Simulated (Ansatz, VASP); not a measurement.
# MgO in VASP and in Ansatz

File INCAR:

```
SYSTEM = MgO
PREC = Accurate
ENCUT = 750
EDIFF = 1E-6
ISMEAR = 0
SIGMA = 0.05
LREAL = .False.
LASPH = .True.
NELM = 120
ALGO = Normal
ISIF = 2
LWAVE = .False.
LCHARG = .True.
GGA = CA
LELF = .True.
LVHAR = .True.
NBANDS = 15
GGA_COMPAT = .False.
```

Contents of KPOINTS:

```
regular mesh
0
Gamma
  10 10 10
  0 0 0
```

File POSCAR:

```
MgO
1.0
    0.0133446875      2.1351500000      2.1351500000
    2.1351500000      0.0133446875      2.1351500000
    2.1484946875      2.1484946875      0.0000000000
Mg O
1 1
Direct
    0.0000000000      0.0000000000      0.0000000000
    0.5000000000      0.5000000000      0.5000000000
```

Input for Ansatz:

```yaml
crystal:
  lattice:
    - [0.0133446875, 2.13515, 2.13515]
    - [2.13515, 0.0133446875, 2.13515]
    - [2.1484946875, 2.1484946875, 0.0]
  atoms:
    - { symbol: Mg, position: [0.0, 0.0, 0.0] }
    - { symbol: O, position: [0.5, 0.5, 0.5] }
basis:
  ecutwfc: 420
kpoints:
  mp_grid: { grid: [10, 10, 10] }
hamiltonian:
  xc: lda
scf:
  occupations: { method: gaussian, width: 0.05 }
output:
  forces: true
  stress: true
  eigenvalues: true
```

Change from the starting cell: strain +0.0125 x Voigt [0, 0, 0, 0, 0, 1], atoms carried along.

Alike in both runs: task single point; functional LDA; k mesh 10 × 10 × 10; occupations gaussian, width 0.05 eV; no spin polarisation.

```csv
,VASP,Ansatz
version,VASP 6.6.1,Ansatz 0.2.0
potentials or method,"VASP PAW LDA potentials, release 64 (Mg_sv, O), cutoff 750 eV","scalar-relativistic, plane waves, PAW"
valence electrons in the cell,16,16
```

|  | VASP | Ansatz | Ansatz less VASP |
| --- | --- | --- | --- |
| gap on the k mesh at the Fermi level (eV) | 4.23 | 4.22 | -0.015 |
| least direct gap on the mesh (eV) | 4.23 | 4.22 | -0.015 |
| pressure (GPa) | -11.7 | -11.6 | +0.15 |
| traceless stress, the component that is largest in VASP (GPa) | -1.74 | -1.75 | -0.005 |

LDA's correlation is that of Perdew and Zunger in VASP and of Perdew and Wang (1992) in Ansatz.
